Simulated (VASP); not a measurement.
# KCl (I4/mmm) in VASP: notebook, part 2 of 3

VASP 6.6.1. Earlier steps stand in the parts before.

**3. Electric field gradients, PBEsol (zz strain of +1 %)**

File INCAR:

```
PREC = Accurate
ENCUT = 520
EDIFF = 1E-8
ISMEAR = -1
SIGMA = 0.03
LREAL = F
LASPH = T
NELM = 80
ALGO = Normal
ISIF = 2
LWAVE = F
LCHARG = F
GGA = PS
LEFG = T
NBANDS = 15
```

File KPOINTS:

```
Automatic mesh
0
Gamma
  7 7 7
```

File POSCAR:

```
KCl
1.0
    0.0000000000      3.1561000000      3.1876610000
    3.1561000000      0.0000000000      3.1876610000
    3.1561000000      3.1561000000      0.0000000000
K Cl
1 1
Direct
    0.0000000000      0.0000000000      0.0000000000
    0.5000000000      0.5000000000      0.5000000000
```

Potentials or basis: VASP PAW PBE potentials, release 64 (K_sv, Cl).

Command:

```
$ cat potpaw_PBE.64/K_sv/POTCAR potpaw_PBE.64/Cl/POTCAR > POTCAR
$ mpirun -np 1 vasp_std > vasp.out
```

OUTCAR:

```text
PREC = Accurate
   ENCUT = 520
   EDIFF = 1E-8
   ISMEAR = -1
   LREAL = F
   LASPH = T
   NELM = 80
   ISIF = 2
   GGA = PS

 ion  position               nearest neighbor table
   1  0.000  0.000  0.000-   2 3.16   2 3.16   2 3.16   2 3.16   2 3.19   2 3.19
   2  0.500  0.500  0.500-   1 3.16   1 3.16   1 3.16   1 3.16   1 3.19   1 3.19

  LATTYP: Found a body centered tetragonal cell.
 ALAT       =     4.4633994242
 C/A-ratio  =     1.4283556980

  Lattice vectors:

 A1 = (  -3.1561000000,   0.0000000000,   3.1876610000)
 A2 = (   3.1561000000,   0.0000000000,   3.1876610000)
 A3 = (   0.0000000000,   3.1561000000,  -3.1876610000)

Analysis of symmetry for initial positions (statically):
=====================================================================
 Subroutine PRICEL returns:
 Original cell was already a primitive cell.

 Routine SETGRP: Setting up the symmetry group for a
 body centered tetragonal supercell.

 Subroutine GETGRP returns: Found 16 space group operations
 (whereof 16 operations were pure point group operations)
 out of a pool of 16 trial point group operations.

The static configuration has the point symmetry D_4h.

Analysis of symmetry for dynamics (positions and initial velocities):
=====================================================================
 Subroutine PRICEL returns:
 Original cell was already a primitive cell.

 Routine SETGRP: Setting up the symmetry group for a
 body centered tetragonal supercell.

 Subroutine GETGRP returns: Found 16 space group operations
 (whereof 16 operations were pure point group operations)
 out of a pool of 16 trial point group operations.

The dynamic configuration has the point symmetry D_4h.

 Subroutine INISYM returns: Found 16 space group operations
 (whereof 16 operations are pure point group operations),
 and found     1 'primitive' translations

----------------------------------------------------------------------------------------

                                     Primitive cell

  volume of cell :      63.5044

  direct lattice vectors                    reciprocal lattice vectors
     0.000000000  3.156100000  3.187661000    -0.158423371  0.158423371  0.156854822
     3.156100000  0.000000000  3.187661000     0.158423371 -0.158423371  0.156854822
     3.156100000  3.156100000  0.000000000     0.158423371  0.158423371 -0.156854822

  length of vectors
     4.485771936  4.485771936  4.463399424     0.273494724  0.273494724  0.273494724

  position of ions in fractional coordinates (direct lattice)
     0.000000000  0.000000000  0.000000000
     0.500000000  0.500000000  0.500000000

  ion indices of the primitive-cell ions
   primitive index   ion index
                 1           1
                 2           2

[... 87 lines left out ...]
   EFERMI_NEDOS =   21; number of points for ismear=-14 and -15
   IALGO  =     38    algorithm
   IMIX   =      4    mixing-type and parameters
     AMIX     =   0.40;   BMIX     =  1.00
     AMIX_MAG =   1.60;   BMIX_MAG =  1.00
  volume/ion in A,a.u.               =      31.75       214.27
  Fermi-wavevector in a.u.,A,eV,Ry     =   1.033984  1.953946 14.546287  1.069122
  Thomas-Fermi vector in A             =   2.168257
   LORBIT       =      0    0 simple, 1 ext, 2 COOP (PROOUT), +10 PAW based schemes
   GGA     = PS    functional components
   LHFCALC =     F    Hartree Fock is set to
   AEXX    =    0.0000 exact exchange contribution
   IVDW    =     0    specifies the selected vdW correction
   LEPSILON=     F    determine dielectric tensor
   LRPA    =     F    only Hartree local field effects (RPA)
 non-spin polarized calculation
  energy-cutoff  :      520.00
  volume of cell :       63.50
 maximum number of plane-waves:      1730
 NGX is ok and might be reduce to    36
   NGX = 17   NGY = 17   NGZ = 17

 number of electron      15.9999999 magnetization

 Free energy of the ion-electron system (eV)
  ---------------------------------------------------
  ext. energy  EPLUGINS =         0.00000000
  ---------------------------------------------------
  free energy    TOTEN  =        -7.01801216 eV

  energy without entropy =       -7.01801216  energy(sigma->0) =       -7.01801216

 E-fermi :  -1.3651     XC(G=0):  -7.6373

 val. band max:       -1.9776337865   @ k =   0.0000   0.0000   0.0000
 cond. band min:       2.9835483633   @ k =   0.0000   0.0000   0.0000
 fundamental gap:      4.9611821498
 Fermi energy:        -1.3650781932

 k-point     1 :       0.0000    0.0000    0.0000
  band No.  band energies     occupation
      1     -29.0707      2.00000
      2     -14.0491      2.00000
      3     -12.5967      2.00000
      4     -12.5964      2.00000
      5     -12.5964      2.00000
      6      -1.9832      2.00000
      7      -1.9776      2.00000
      8      -1.9776      2.00000
      9       2.9835      0.00000
     10       6.2649      0.00000
     11       6.3294      0.00000
     12       6.3294      0.00000
     13       7.1586      0.00000
     14       7.2044      0.00000
[... 401 lines left out ...]
      2     -14.1196      2.00000
      3     -12.6572      2.00000
      4     -12.6349      2.00000
      5     -12.4712      2.00000
      6      -2.7641      2.00000
      7      -2.3707      2.00000
      8      -2.3037      2.00000
      9       5.6519      0.00000
     10       6.0275      0.00000
     11       7.6848      0.00000
     12       8.1910      0.00000
     13       8.7670      0.00000
     14       9.2777      0.00000
     15       9.7626      0.00000

 [... further k-points ...]

------------------------ aborting loop because EDIFF is reached ----------------------------------------

  FORCE on cell =-STRESS in cart. coord.  units (eV):
  Direction    XX          YY          ZZ          XY          YZ          ZX
  --------------------------------------------------------------------------------------
  -------------------------------------------------------------------------------------
  Total       -0.2273046     -0.2273046     -0.3406808      0.0000000      0.0000000     -0.0000000
  in kB       -5.7347596     -5.7347596     -8.5951734      0.0000000      0.0000000     -0.0000000
  external PRESSURE =      -6.6882309 kB  Pullay stress =       0.0000000 kB

 VOLUME and BASIS-vectors are now :
 -----------------------------------------------------------------------------
  energy-cutoff  :      520.00
  volume of cell :       63.50
      direct lattice vectors                 reciprocal lattice vectors
     0.000000000  3.156100000  3.187661000    -0.158423371  0.158423371  0.156854822
     3.156100000  0.000000000  3.187661000     0.158423371 -0.158423371  0.156854822
     3.156100000  3.156100000  0.000000000     0.158423371  0.158423371 -0.156854822

 POSITION                                       TOTAL-FORCE (eV/Angst)
 -----------------------------------------------------------------------------------
      0.00000      0.00000      0.00000        -0.000000      0.000000      0.000000
      3.15610      3.15610      3.18766         0.000000     -0.000000     -0.000000
 -----------------------------------------------------------------------------------
    total drift:                                0.000000      0.000000      0.000000

  FREE ENERGIE OF THE ION-ELECTRON SYSTEM (eV)
  ---------------------------------------------------
  free  energy   TOTEN  =        -7.0180121601 eV

  energy  without entropy=       -7.0180121601  energy(sigma->0) =       -7.01801216

 Electric field gradients (V/A^2)
---------------------------------------------------------------------
 ion       V_xx      V_yy      V_zz      V_xy      V_xz      V_yz
---------------------------------------------------------------------
   1      -0.872    -0.872     1.744    -0.000    -0.000    -0.000
   2      -0.419    -0.419     0.838    -0.000    -0.000    -0.000
---------------------------------------------------------------------

 Electric field gradients after diagonalization (V/A^2)
 (convention: |V_zz| > |V_xx| > |V_yy|)
----------------------------------------------------------------------
 ion       V_xx      V_yy      V_zz     asymmetry (V_yy - V_xx)/ V_zz
----------------------------------------------------------------------
   1      -0.872    -0.872     1.744       0.000
   2      -0.419    -0.419     0.838       0.000
----------------------------------------------------------------------

           NMR quadrupolar parameters

 Cq : quadrupolar parameter    Cq=e*Q*V_zz/h
 eta: asymmetry parameters     (V_yy - V_xx)/ V_zz
 Q  : nuclear electric quadrupole moment in mb (millibarn)
----------------------------------------------------------------------
 ion       Cq(MHz)       eta       Q (mb)
----------------------------------------------------------------------
   1       0.004       0.000       1.000
   2       0.002       0.000       1.000
----------------------------------------------------------------------
```

OSZICAR:

```text
N       E                     dE             d eps       ncg     rms          rms(c)
DAV:   1     0.101440975302E+03    0.10144E+03   -0.69832E+03  1200   0.944E+02
DAV:   2    -0.842036079069E+00   -0.10228E+03   -0.95557E+02  1551   0.238E+02
DAV:   3    -0.704808035295E+01   -0.62060E+01   -0.61774E+01  1664   0.517E+01
DAV:   4    -0.727022008016E+01   -0.22214E+00   -0.22209E+00  1873   0.893E+00
DAV:   5    -0.727198308152E+01   -0.17630E-02   -0.17630E-02  1677   0.877E-01    0.312E+00
DAV:   6    -0.702068506040E+01    0.25130E+00   -0.35516E-01  1550   0.315E+00    0.255E+00
DAV:   7    -0.700655904316E+01    0.14126E-01   -0.80067E-02  1634   0.167E+00    0.149E+00
DAV:   8    -0.701689108629E+01   -0.10332E-01   -0.15411E-02  1614   0.909E-01    0.202E-01
DAV:   9    -0.701740837759E+01   -0.51729E-03   -0.78952E-04  1592   0.176E-01    0.958E-02
DAV:  10    -0.701800048593E+01   -0.59211E-03   -0.59580E-04  1263   0.149E-01    0.227E-02
DAV:  11    -0.701800900470E+01   -0.85188E-05   -0.23832E-05  1737   0.291E-02    0.159E-02
DAV:  12    -0.701801214104E+01   -0.31363E-05   -0.82280E-06  1326   0.155E-02    0.646E-03
DAV:  13    -0.701801215417E+01   -0.13127E-07   -0.77093E-07  1396   0.566E-03    0.497E-04
DAV:  14    -0.701801216014E+01   -0.59761E-08   -0.60013E-08  1557   0.156E-03
   1 F= -.70180122E+01 E0= -.70180122E+01  d E =-.392261E-10
```

stdout:

```text
POSCAR found type information on POSCAR K Cl
 POSCAR found :  2 types and       2 ions
 scaLAPACK will be used
 -----------------------------------------------------------------------------
|                                                                             |
|                                                                             |
|     You enforced a specific xc type in the INCAR file but a different       |
|     I HOPE YOU KNOW WHAT YOU ARE DOING!                                     |
|                                                                             |
 -----------------------------------------------------------------------------

 LDA part: xc-table for (Slater+PW92), standard interpolation
 POSCAR, INCAR and KPOINTS ok, starting setup
 FFT: planning ... GRIDC
 FFT: planning ... GRID_SOFT
 FFT: planning ... GRID
 WAVECAR not read
 entering main loop
ion   1

ion   2
```

It took 53 s on 1 thread of Intel Xeon 8259CL, shared host; peak memory 0.22 GiB.

Results:

```yaml
Free_energy: -7.0180 eV
Pressure: -0.7 GPa
Band_gap_on_the_k_mesh: 4.96 eV
Largest_electric_field_gradient_by_atom: K +1.7; Cl +0.8 V/Å²
```

Electric field gradients, principal values (V/Å²):
```csv
atom,least,middle,greatest (by size)
1 K,-0.872,-0.872,1.744
2 Cl,-0.419,-0.419,0.838
```

Caveat: the cell differs from its parent crystal (zz strain of +1 %); without QUAD_EFG the Cq values of the log hold for a quadrupole moment of 1 mb, not for the nuclei; the PAW data sets were made with another functional, which shifts forces and pressure a little; an odd mesh through Γ misses points on the zone boundary, where band edges can lie.

(Continued in part 3 of 3.)
